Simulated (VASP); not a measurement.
Here is a VASP 6.6.1 calculation.

The input INCAR:

```
SYSTEM = Sr3Ga
PREC = Accurate
ENCUT = 600
EDIFF = 1E-7
ISMEAR = 0
SIGMA = 0.1
LREAL = .FALSE.
LASPH = .TRUE.
NELM = 60
ALGO = Fast
ISIF = 3
LWAVE = .FALSE.
LCHARG = .FALSE.
GGA = PE
IBRION = 2
NSW = 90
EDIFFG = -0.04
```

File KPOINTS:

```
Automatic mesh
0
G
  6 6 6
  0 0 0
```

POSCAR

```
Sr3Ga
1.0
   -2.3490820790      2.3490820790      5.2473002285
    2.3490820790     -2.3490820790      5.2473002285
    2.3490820790      2.3490820790     -5.2473002285
Sr Ga
3 1
Direct
    0.5000000000      0.5000000000      0.0000000000
    0.2500000000      0.7500000000      0.5000000000
    0.7500000000      0.2500000000      0.5000000000
    0.0000000000      0.0000000000      0.0000000000
```

Potentials or basis: VASP PAW PBE potentials, release 64 (Sr_sv, Ga_d).

Launch:

```sh
$ cat potpaw_PBE.64/Sr_sv/POTCAR potpaw_PBE.64/Ga_d/POTCAR > POTCAR
$ mpirun -np 1 vasp_std > vasp.out
```

Task: What does it give for the band gap on the k mesh?

Result: Zero (an odd number of electrons rules out a gap without spin polarisation).

Task: Estimate the space group after relaxing (to 0.1 Å).

Result: I4/mmm (No. 139).

Task: Predict the relaxed cell.

Result: a = 6.301 Å, b = 6.301 Å, c = 6.301 Å, α = 127.12°, β = 127.12°, γ = 78.05°.

Task: Predict the relaxed volume.

Result: 38.53 Å³/atom.

The path:
```csv
step,energy change (eV),largest force (eV/Å),pressure (GPa),volume (Å³)
1,0.0000,0.0000,8.11,115.82
2,-0.8154,0.0000,1.90,142.11
3,-0.9153,0.0000,0.34,154.64
4,-0.9223,0.0000,-0.10,159.00
5,-0.9222,0.0000,-0.18,159.95
6,-0.9314,0.0000,-0.16,159.33
7,-0.9502,0.0000,-0.04,157.32
8,-0.9660,0.0000,0.17,152.77
9,-0.9664,0.0000,0.27,151.37
10,-0.9683,0.0000,-0.18,155.67
11,-0.9691,0.0000,-0.03,154.12
```

Caveat: the volume moved by over 15 % at a fixed basis, so the end points are rough.
